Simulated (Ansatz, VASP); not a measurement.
Ni: VASP beside Ansatz

```
Ni
1.0
     0.00000    1.71044    1.71044
     1.71044    0.00000    1.71044
     1.71044    1.71044    0.00000
Ni
1
Direct
  0.00000 0.00000 0.00000
```

Alike in both runs: task single point; functional LDA; k mesh 4 × 4 × 4; occupations fermi-dirac, width 0.1 eV; no spin polarisation.

```csv
,VASP,Ansatz
version,VASP 6.6.1,Ansatz 0.2.0
potentials or method,"VASP PAW LDA potentials, release 64 (Ni), cutoff 600 eV","plane waves (420 eV) with PAW, scalar-relativistic"
valence electrons in the cell,10,18
```

Ansatz gave:

| Quantity | Value |
| --- | --- |
| pressure (GPa) | -2.9 |

**Question.** Estimate VASP's values.

**Answer.** Pressure (GPa): -2.7.

Ansatz warns that its potentials were made for another functional, while VASP's fit it. LDA's correlation is that of Perdew and Zunger in VASP and of Perdew and Wang (1992) in Ansatz. VASP's potentials hold 10 valence electrons a cell and Ansatz's 18, so a difference there can come from the potentials and not from the codes.

The k mesh is coarse, so the values compare programs but aren't converged.
